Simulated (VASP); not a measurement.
Wanted: the native input for a VASP 6.6.1 run.

```
Task                   : single point
Functional             : r2SCAN
Potentials or basis    : VASP PAW PBE potentials, release 64 (C)
Cutoff                 : 520 eV
k mesh                 : 10 × 10 × 2
Occupations            : gaussian, width 0.05 eV
Spin                   : no spin polarisation
Dipole correction      : no
Further INCAR settings : ALGO = Normal; EDIFF = 1e-06; NBANDS = 36; ISYM = 0
```

C:

```
C
1.0
     1.78014   -1.78014    0.00000
     1.78014    0.00000   -1.78014
     9.19740    6.52719    5.63712
C
12
Cartesian
  4.3022 0.7420 0.7420
  0.7420 0.7420 0.7420
  4.3022 2.5221 2.5221
  7.8625 4.3022 4.3022
  7.8625 2.5221 2.5221
  7.8625 6.0824 6.0824
  5.1923 1.6320 1.6320
  5.1923 -0.1481 -0.1481
  5.1923 3.4122 3.4122
  8.7526 5.1923 5.1923
  5.1923 5.1923 5.1923
  1.6320 -0.1481 -0.1481
```

These files were run (other wordings do the same):

POSCAR

```
C
1.0
    1.7801417073     -1.7801417073      0.0000000000
    1.7801417073      0.0000000000     -1.7801417073
    9.1973988212      6.5271862602      5.6371154066
C
12
Direct
    0.5763777778      0.4409444444      0.2708666667
   -0.0347333333     -0.0868333333      0.1042000000
    0.1874888889     -0.0312777778      0.4375333333
    0.4097111111      0.0242777778      0.7708666667
    0.7986000000      0.4965000000      0.6042000000
    0.0208222222     -0.4479444444      0.9375333333
    0.5347111111      0.3367777778      0.3958666667
    0.9236000000      0.8090000000      0.2292000000
    0.1458222222     -0.1354444444      0.5625333333
    0.3680444444     -0.0798888889      0.8958666667
   -0.2430666667     -0.6076666667      0.7292000000
    0.3124888889      0.2812222222      0.0625333333
```

INCAR.step1

```
PREC     = Accurate       # precision mode
ENCUT    = 520            # plane-wave cutoff, eV
ISMEAR   = 0              # smearing method
SIGMA    = 0.05           # smearing width, eV
LREAL    = False          # projectors in reciprocal space
LASPH    = True           # aspherical terms in the spheres
NELM     = 100            # most SCF steps
ISYM     = 0            
NBANDS   = 36             # bands
GGA      = PE             # functional
ALGO     = Normal         # electronic algorithm
EDIFF    = 1E-4           # SCF threshold, eV
LWAVE    = True           # write WAVECAR
LCHARG   = False          # write CHGCAR
```

INCAR.step2

```
PREC     = Accurate       # precision mode
ENCUT    = 520            # plane-wave cutoff, eV
EDIFF    = 1E-6           # SCF threshold, eV
ISMEAR   = 0              # smearing method
SIGMA    = 0.05           # smearing width, eV
LREAL    = False          # projectors in reciprocal space
LASPH    = True           # aspherical terms in the spheres
NELM     = 100            # most SCF steps
ALGO     = Normal         # electronic algorithm
ISIF     = 2              # what is computed and relaxed
LWAVE    = False          # write WAVECAR
LCHARG   = False          # write CHGCAR
METAGGA  = R2SCAN         # meta-GGA
LMIXTAU  = True         
ISYM     = 0            
NBANDS   = 36             # bands
ISTART   = 1
```

KPOINTS

```
regular mesh
0
Gamma
  10 10 2
```

Potentials or basis: VASP PAW PBE potentials, release 64 (C).

Run with:

```bash
$ cat potpaw_PBE.64/C/POTCAR > POTCAR
$ cp INCAR.step1 INCAR
$ mpirun -np 1 vasp_std > vasp.out
$ cp INCAR.step2 INCAR
$ mpirun -np 1 vasp_std > vasp.out
```

It gave:

```
Pressure               : 1.9 GPa
Largest force          : 4.981 eV/Å
Band gap on the k mesh : 0.88 eV, indirect (least direct gap 2.81 eV)
```

Caveat: the PAW data sets were made with another functional, which shifts forces and pressure a little.

Run time: 11 min on 1 thread of Intel Xeon 6975P-C (shared host), peak memory 0.3 GiB.
